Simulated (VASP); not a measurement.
Set up this calculation in VASP 6.6.1, as the native input.

- Task: single point
- Functional: PBE
- Potentials or basis: VASP PAW PBE potentials, release 64 (Ti_sv, Sb, Se)
- Cutoff: 520 eV
- k mesh: 6 × 6 × 2
- Occupations: gaussian, width 0.1 eV
- Spin: collinear spin
- Starting moments: [1.0, 0.0, 0.0, 0.0, 0.0] μB
- Dipole correction: no
- Further INCAR settings: ALGO = Normal; EDIFF = 1e-06; NBANDS = 29

The structure of TiSb2Se2 lies in POSCAR:

```
TiSb2Se2
1.0
    4.6658016900      0.0000000000      0.0000000000
   -2.3329008400      4.0407027900      0.0000000000
    0.0000000000      0.0000000000      8.0186449500
Ti Sb Se
1 2 2
Direct
    0.0000000000      0.0000000000      0.0000000000
    0.3333333300      0.6666666700      0.6293000000
    0.6666666700      0.3333333300      0.3707000000
    0.3333333300      0.6666666700      0.2621699900
    0.6666666700      0.3333333300      0.7378300100
```

The cell was generated, and may not be a known phase.

These files were run (other wordings do the same):

INCAR

```
  PREC = Accurate
  ENCUT = 520
  EDIFF = 1E-6
  ISMEAR = 0
  SIGMA = 0.1
  LREAL = F
  LASPH = T
  NELM = 150
  ALGO = Normal
  ISIF = 2
  LWAVE = F
  LCHARG = F
  ISPIN = 2
  MAGMOM = 1 0 0 0 0
  LORBIT = 11
  LMAXMIX = 4
  GGA = PE
  NBANDS = 29
```

KPOINTS

```
Automatic mesh
0
Gamma
  6 6 2
```

Potentials or basis: VASP PAW PBE potentials, release 64 (Ti_sv, Sb, Se).

Run with:

```console
$ cat potpaw_PBE.64/Ti_sv/POTCAR potpaw_PBE.64/Sb/POTCAR potpaw_PBE.64/Se/POTCAR > POTCAR
$ mpirun -np 1 vasp_std > vasp.out
```

It gave:

The pressure is -0.2 GPa. The largest force is 1.947 eV/Å. The net moment is 2.31 μB per cell, the site moments are Ti +1.73; Sb +0.00; Se -0.02 μB and the valence electrons inside the program's atomic spheres are Ti 10.02; Sb 2.33; Se 3.75.

Caveat: the k points lie up to 0.39 Å⁻¹ apart; forces of over 1 eV/Å act on the atoms, so gaps and moduli don't describe the material at rest.

It took 4.4 min on 1 thread of Intel(R) Xeon(R) Platinum 8375C CPU @ 2.90GHz (Ice Lake) (shared host), peak memory 0.39 GiB.
